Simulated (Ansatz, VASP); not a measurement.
**One calculation of HfO2, two programs**

INCAR

```
SYSTEM = HfO2
PREC     = Accurate       ! precision mode
ENCUT    = 520            ! plane-wave cutoff, eV
EDIFF    = 1E-7           ! SCF threshold, eV
ISMEAR   = 0              ! smearing method
SIGMA    = 0.02           ! smearing width, eV
LREAL    = .FALSE.        ! projectors in reciprocal space
LASPH    = .TRUE.         ! aspherical terms in the spheres
NELM     = 60             ! most SCF steps
ALGO     = Normal         ! electronic algorithm
ISIF     = 2              ! what is computed and relaxed
LWAVE    = .FALSE.        ! write WAVECAR
LCHARG   = .FALSE.        ! write CHGCAR
GGA      = PS             ! functional
NBANDS   = 18             ! bands
```

File KPOINTS:

```
Automatic mesh
0
G
  8 8 8
  0 0 0
```

Contents of POSCAR:

```
HfO2
1.0
    0.0000000000      2.5034600250      2.5034600250
    2.5034600250      0.0000000000      2.5034600250
    2.5034600250      2.5034600250      0.0000000000
Hf O
1 2
Direct
    0.0000000000      0.0000000000      0.0000000000
    0.2500000000      0.2500000000      0.2500000000
    0.7500000000      0.7500000000      0.7500000000
```

Input for Ansatz:

```yaml
crystal:
  lattice:
    - [0.0, 2.503460025, 2.503460025]
    - [2.503460025, 0.0, 2.503460025]
    - [2.503460025, 2.503460025, 0.0]
  atoms:
    - { symbol: Hf, position: [0.0, 0.0, 0.0] }
    - { symbol: O, position: [0.25, 0.25, 0.25] }
    - { symbol: O, position: [0.75, 0.75, 0.75] }
basis:
  ecutwfc: 420
kpoints:
  mp_grid: { grid: [8, 8, 8] }
hamiltonian:
  xc: pbesol
scf:
  occupations: { method: gaussian, width: 0.02 }
output:
  forces: true
  stress: true
  eigenvalues: true
```

Alike in both runs: task single point; functional PBEsol; k mesh 8 × 8 × 8; occupations gaussian, width 0.02 eV; no spin polarisation.

|  | VASP | Ansatz |
| --- | --- | --- |
| version | VASP 6.6.1 | Ansatz 0.2.0 |
| potentials or method | VASP PAW PBE potentials, release 64 (Hf_pv, O), cutoff 520 eV | scalar-relativistic, plane waves, PAW |
| valence electrons in the cell | 22 | 38 |

Ansatz gave:

```
gap on the k mesh at the Fermi level (eV) : 3.74
least direct gap on the mesh (eV)         : 3.74
pressure (GPa)                            : 6.1
```

What did VASP give for the same quantities?

gap on the k mesh at the Fermi level (eV): 3.77; least direct gap on the mesh (eV): 3.77; pressure (GPa): 2.2.

VASP's potentials were made for PBE, not for PBEsol. With one functional, cell and mesh, what is left measures potentials, basis and numerics. VASP's potentials hold 22 valence electrons a cell and Ansatz's 38, so a difference there can come from the potentials and not from the codes.

Spin-orbit coupling is off throughout.
